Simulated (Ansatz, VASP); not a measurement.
**Two plane-wave programs on Sc12F**

```
CELL_PARAMETERS angstrom
6.62000 0.00000 0.00000
-4.96500 8.59963 0.00000
0.00000 0.00000 5.27614
ATOMIC_POSITIONS crystal
Sc 0.99549 0.99955 0.00373
Sc 0.16388 0.22388 0.49728
Sc 0.00134 0.33465 0.99872
Sc 0.16629 0.55552 0.49743
Sc 0.99927 0.66641 0.99885
Sc 0.16469 0.88575 0.49539
Sc 0.50424 0.99955 0.00316
Sc 0.67270 0.22388 0.49672
Sc 0.50342 0.33764 0.00500
Sc 0.66892 0.55707 0.50124
Sc 0.50181 0.66791 0.00271
Sc 0.66688 0.88877 0.50167
F 0.33420 0.11180 0.75019
```

Alike in both runs: functional PBE; k mesh 3 × 2 × 3; occupations gaussian, width 0.05 eV; no spin polarisation.

Ansatz relaxed the structure, and its values are those at the end. VASP's run is a single point on that final structure, the one shown.

|  | VASP | Ansatz |
| --- | --- | --- |
| version | VASP 6.6.1 | Ansatz 0.2.0 |
| potentials or method | VASP PAW PBE potentials, release 64 (Sc_sv, F), cutoff 520 eV | scalar-relativistic, plane waves, PAW |
| valence electrons in the cell | 139 | 139 |

VASP gave:

- rms of the force components (eV/Å): 0.007

Task: What did Ansatz give for the same quantities?

Result: rms of the force components (eV/Å): 0.003.

The functional is the same, so the differences come from potentials, cutoffs and numerics.

The k mesh is coarse, so the values compare programs but aren't converged.
